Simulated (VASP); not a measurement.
A run of VASP 6.6.1:

File INCAR:

```
AGGAC = 1.0
AGGAX = 1.0
ALDAC = 0.0
ALDAX = 1.0
ALGO = Normal
EDIFF = 1E-6
ENCUT = 520
GGA = B5
ISIF = 2
ISMEAR = -1
LASPH = True
LCHARG = False
LREAL = False
LWAVE = False
NBANDS = 9
NELM = 60
PREC = Accurate
SIGMA = 0.1
```

KPOINTS

```
k-points
0
Gamma
  18 18 18
```

POSCAR

```
Se
1.0
    2.9086586141      0.0000000000      0.0000000000
    0.0000000000      2.9086586141      0.0000000000
    0.0000000000      0.0000000000      2.9086586141
Se
1
Direct
    0.0000000000      0.0000000000      0.0000000000
```

Potentials or basis: VASP PAW PBE potentials, release 64 (Se).

Run with:

```console
$ cat potpaw_PBE.64/Se/POTCAR > POTCAR
$ mpirun -np 1 vasp_std > vasp.out
```

Hardware: 1 thread of Intel(R) Xeon(R) 6975P-C (Granite Rapids), on a shared host.

Task: Estimate the wall time of this run.

Result: Wall time 13 s on 1 thread of Intel(R) Xeon(R) 6975P-C (Granite Rapids), on a shared host, peak memory 0.17 GiB. Counts: scf iterations 10, k points 220.
